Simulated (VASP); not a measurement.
A run of VASP 6.6.1:

Contents of INCAR:

```
SYSTEM = Al3B2P
ALGO = Normal
EDIFF = 1E-6
EDIFFG = -0.01
ENCUT = 600
GGA = PE
IBRION = 2
ISIF = 3
ISMEAR = 0
LASPH = .True.
LCHARG = .False.
LREAL = .False.
LWAVE = .False.
NELM = 80
NSW = 100
PREC = Accurate
SIGMA = 0.1
```

Contents of KPOINTS:

```
k-points
0
Gamma
  6 6 14
  0 0 0
```

POSCAR

```
Al3B2P
1.0
    6.1845711814      0.0000000000      0.0000000000
   -3.0922855907      5.3559957546      0.0000000000
    0.0000000000      0.0000000000      2.5492086284
Al B P
3 2 1
Direct
    0.5000000000      0.5000000000      0.5000000000
    0.0000000000      0.5000000000      0.5000000000
    0.5000000000      0.0000000000      0.5000000000
    0.3333333333      0.6666666667      0.0000000000
    0.6666666667      0.3333333333      0.0000000000
    0.0000000000      0.0000000000      0.0000000000
```

Potentials or basis: VASP PAW PBE potentials, release 64 (Al, B, P).

Run with:

```console
$ cat potpaw_PBE.64/Al/POTCAR potpaw_PBE.64/B/POTCAR potpaw_PBE.64/P/POTCAR > POTCAR
$ mpirun -np 1 vasp_std > vasp.out
```

Hardware: 1 thread of AMD EPYC 7R43 64-Core Processor (Zen 3), with other jobs on the host.

Q: Estimate the wall time of this run.

A: Wall time 2.7 min on 1 thread of AMD EPYC 7R43 64-Core Processor (Zen 3), with other jobs on the host, peak memory 0.23 GiB. Counts: scf iterations 37, k points 56, ion steps 5.
